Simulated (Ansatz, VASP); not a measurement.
One calculation of Ti3Ge4, two programs

INCAR

```
PREC = Accurate
ENCUT = 520
EDIFF = 1E-6
ISMEAR = 0
SIGMA = 0.2
LREAL = F
LASPH = T
NELM = 100
ALGO = Normal
ISIF = 2
LWAVE = F
LCHARG = F
GGA = PE
NBANDS = 55
```

File KPOINTS:

```
regular mesh
0
Gamma
  6 6 6
```

POSCAR

```
Ti3Ge4
1.0
    0.0000000000     -3.4172476875      0.0000000000
    3.4172476875      0.0000000000      0.0000000000
   -1.7086238437      1.7086238437      9.7551180576
Ti Ge
3 4
Direct
    0.1405479331      0.1405479331      0.2810958662
    0.8594520669      0.8594520669      0.7189041338
    0.0000000000      0.0000000000      0.0000000000
    0.7125999812      0.7125999812      0.4251999624
    0.2874000188      0.2874000188      0.5748000376
    0.5713626240      0.5713626240      0.1427252481
    0.4286373760      0.4286373760      0.8572747519
```

Input for Ansatz:

```yaml
crystal:
  lattice:
    - [0.0, -3.4172476875, 0.0]
    - [3.4172476875, 0.0, 0.0]
    - [-1.7086238437, 1.7086238437, 9.7551180576]
  atoms:
    - { symbol: Ti, position: [0.1405479331, 0.1405479331, 0.2810958662] }
    - { symbol: Ti, position: [0.8594520669, 0.8594520669, 0.7189041338] }
    - { symbol: Ti, position: [0.0, 0.0, 0.0] }
    - { symbol: Ge, position: [0.7125999812, 0.7125999812, 0.4251999624] }
    - { symbol: Ge, position: [0.2874000188, 0.2874000188, 0.5748000376] }
    - { symbol: Ge, position: [0.571362624, 0.571362624, 0.1427252481] }
    - { symbol: Ge, position: [0.428637376, 0.428637376, 0.8572747519] }
basis:
  ecutwfc: 420
kpoints:
  mp_grid: { grid: [6, 6, 6] }
hamiltonian:
  xc: pbe
scf:
  occupations: { method: gaussian, width: 0.2 }
  lower_state_search: "off"
output:
  forces: true
  stress: true
  eigenvalues: true
```

Alike in both runs: task single point; functional PBE; k mesh 6 × 6 × 6; occupations gaussian, width 0.2 eV; no spin polarisation.

|  | VASP | Ansatz |
| --- | --- | --- |
| version | VASP 6.6.1 | Ansatz 0.2.0 |
| potentials or method | VASP PAW PBE potentials, release 64 (Ti_sv, Ge_d), cutoff 520 eV | scalar-relativistic, plane waves, PAW |
| valence electrons in the cell | 92 | 92 |

```csv
,VASP,Ansatz,Ansatz less VASP
gap on the k mesh at the Fermi level (eV),none,none,-
pressure (GPa),0.2,0.1,-0.05
"traceless stress, the component that is largest in VASP (GPa)",0.07,0.06,-0.011
rms of the force components (eV/Å),0.016,0.015,-0.0007
```

Atom by atom the forces differ by 0.001 eV/Å (rms over components). A gap of «none» marks a metal or a gap that the smearing closes.
